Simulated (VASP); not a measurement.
Input of a VASP 6.6.1 run:

The input INCAR:

```
SYSTEM = SiC53
PREC = Accurate
ENCUT = 520
EDIFF = 1E-7
ISMEAR = 0
SIGMA = 0.01
LREAL = Auto
LASPH = .True.
NELM = 120
ALGO = Normal
ISIF = 2
LWAVE = .False.
LCHARG = .False.
GGA = PE
IBRION = 2
NSW = 80
EDIFFG = -0.025
GGA_COMPAT = .False.
NELMIN = 4
KPAR = 2
NCORE = 2
```

The input KPOINTS:

```
regular mesh
0
Gamma
  2 2 2
  0 0 0
```

POSCAR

```
SiC53
1.0
   -5.3572106033     -5.3572106033      0.0000000000
   -5.3572106033      0.0000000000     -5.3572106033
    0.0000000000     -5.3572106033     -5.3572106033
Si C
1 53
Direct
    0.3333333333      0.6666666667      0.6666666667
    0.0000000000      0.6666666667      0.6666666667
    0.6666666667      0.6666666667      0.6666666667
    0.3333333333      0.3333333333      0.6666666667
    0.0000000000      0.3333333333      0.6666666667
    0.6666666667      0.3333333333      0.6666666667
    0.3333333333      1.0000000000      0.6666666667
    0.0000000000      1.0000000000      0.6666666667
    0.6666666667      1.0000000000      0.6666666667
    0.3333333333      0.6666666667      0.3333333333
    0.0000000000      0.6666666667      0.3333333333
    0.6666666667      0.6666666667      0.3333333333
    0.3333333333      0.3333333333      0.3333333333
    0.0000000000      0.3333333333      0.3333333333
    0.6666666667      0.3333333333      0.3333333333
    0.3333333333      1.0000000000      0.3333333333
    0.0000000000      1.0000000000      0.3333333333
    0.6666666667      1.0000000000      0.3333333333
    0.3333333333      0.6666666667      1.0000000000
    0.0000000000      0.6666666667      1.0000000000
    0.6666666667      0.6666666667      1.0000000000
    0.3333333333      0.3333333333      1.0000000000
    0.0000000000      0.3333333333      1.0000000000
    0.6666666667      0.3333333333      1.0000000000
    0.3333333333      1.0000000000      1.0000000000
    0.0000000000      1.0000000000      1.0000000000
    0.6666666667      1.0000000000      1.0000000000
    0.5833333333      0.5833333333      0.5833333333
    0.2500000000      0.5833333333      0.5833333333
    0.9166666667      0.5833333333      0.5833333333
    0.5833333333      0.2500000000      0.5833333333
    0.2500000000      0.2500000000      0.5833333333
    0.9166666667      0.2500000000      0.5833333333
    0.5833333333      0.9166666667      0.5833333333
    0.2500000000      0.9166666667      0.5833333333
    0.9166666667      0.9166666667      0.5833333333
    0.5833333333      0.5833333333      0.2500000000
    0.2500000000      0.5833333333      0.2500000000
    0.9166666667      0.5833333333      0.2500000000
    0.5833333333      0.2500000000      0.2500000000
    0.2500000000      0.2500000000      0.2500000000
    0.9166666667      0.2500000000      0.2500000000
    0.5833333333      0.9166666667      0.2500000000
    0.2500000000      0.9166666667      0.2500000000
    0.9166666667      0.9166666667      0.2500000000
    0.5833333333      0.5833333333      0.9166666667
    0.2500000000      0.5833333333      0.9166666667
    0.9166666667      0.5833333333      0.9166666667
    0.5833333333      0.2500000000      0.9166666667
    0.2500000000      0.2500000000      0.9166666667
    0.9166666667      0.2500000000      0.9166666667
    0.5833333333      0.9166666667      0.9166666667
    0.2500000000      0.9166666667      0.9166666667
    0.9166666667      0.9166666667      0.9166666667
```

Potentials or basis: VASP PAW PBE potentials, release 64 (Si, C).

Command:

```sh
$ cat potpaw_PBE.64/Si/POTCAR potpaw_PBE.64/C/POTCAR > POTCAR
$ mpirun -np 4 vasp_std > vasp.out
```

What does it give for the energy gained by relaxing?

74.3 meV/atom.

Predict the band gap on the k mesh.

3.83 eV.

Step by step:
| step | energy change (eV) | largest force (eV/Å) | pressure (GPa) |
| --- | --- | --- | --- |
| 1 | 0.0000 | 12.6040 | 18.00 |
| 2 | 11.2306 | 12.8530 | 18.51 |
| 3 | -3.7728 | 1.4633 | 13.82 |
| 4 | -3.7794 | 1.4340 | 13.88 |
| 5 | -3.4104 | 2.3201 | 14.81 |
| 6 | -4.0040 | 0.1881 | 13.96 |
| 7 | -4.0094 | 0.1703 | 14.00 |
| 8 | -4.0123 | 0.0600 | 13.98 |
| 9 | -4.0125 | 0.0550 | 13.96 |
| 10 | -4.0128 | 0.0122 | 13.97 |

Caveat: the k points lie up to 0.51 Å⁻¹ apart.
